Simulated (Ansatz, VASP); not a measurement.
Hg: VASP beside Ansatz

File INCAR:

```
PREC     = Accurate       # precision mode
ENCUT    = 550            # plane-wave cutoff, eV
EDIFF    = 1E-6           # SCF threshold, eV
ISMEAR   = -1             # smearing method
SIGMA    = 0.1            # smearing width, eV
LREAL    = False          # projectors in reciprocal space
LASPH    = True           # aspherical terms in the spheres
NELM     = 120            # most SCF steps
ALGO     = Normal         # electronic algorithm
ISIF     = 2              # what is computed and relaxed
LWAVE    = False          # write WAVECAR
LCHARG   = False          # write CHGCAR
NBANDS   = 16             # bands
GGA_COMPAT= False
```

KPOINTS

```
regular mesh
0
Gamma
  15 15 15
```

POSCAR

```
Hg
1.0
   -1.3624125174      1.3624125174      1.3624125174
    1.3624125174     -1.3624125174      1.3624125174
    1.3624125174      1.3624125174     -1.3624125174
Hg
1
Direct
    0.0000000000      0.0000000000      0.0000000000
```

Input for Ansatz:

```yaml
crystal:
  lattice:
    - [-1.3624125174, 1.3624125174, 1.3624125174]
    - [1.3624125174, -1.3624125174, 1.3624125174]
    - [1.3624125174, 1.3624125174, -1.3624125174]
  atoms:
    - { symbol: Hg, position: [0.0, 0.0, 0.0] }
kpoints:
  mp_grid: { grid: [15, 15, 15] }
  band_path:
    path:
      - [0.0, 0.0, 0.0]
      - [0.5, -0.5, 0.5]
      - [0.0, 0.0, 0.5]
      - [0.0, 0.0, 0.0]
      - [0.25, 0.25, 0.25]
      - [0.5, -0.5, 0.5]
      - [0.25, 0.25, 0.25]
      - [0.0, 0.0, 0.5]
    npoints: 8
scf:
  occupations: { method: fermi_dirac, width: 0.1 }
hamiltonian:
  xc: lda
  pseudopotentials: { kind: paw }
output:
  forces: true
  stress: true
  eigenvalues: true
  populations: true
  dos: { projected: true, de: 0.2, e_range: [-14, 8] }
  write_density: true
  write_potential: true
  elf: true
  volumetric_format: npy
```

Change from the starting cell: volume scaled by 0.45, PAW files.

Alike in both runs: task single point; functional LDA; k mesh 15 × 15 × 15; occupations fermi-dirac, width 0.1 eV; no spin polarisation.

|  | VASP | Ansatz |
| --- | --- | --- |
| version | VASP 6.6.1 | Ansatz 0.2.0 |
| potentials or method | VASP PAW LDA potentials, release 64 (Hg_sv_GW) | PAW with Ansatz's default frozen-core files, scalar-relativistic |
| plane-wave cutoff (eV) | 550 | 420 |
| valence electrons in the cell | 20 | 20 |

|  | VASP | Ansatz | Ansatz less VASP |
| --- | --- | --- | --- |
| pressure (GPa) | 485.2 | 478.9 | -6.32 |

LDA's correlation is that of Perdew and Zunger in VASP and of Perdew and Wang (1992) in Ansatz. Both programs put the cell under a high pressure, so it lies far from rest at this level.

Neither program's run includes spin-orbit coupling. Noted on VASP's run: the cell as given lies far from equilibrium.
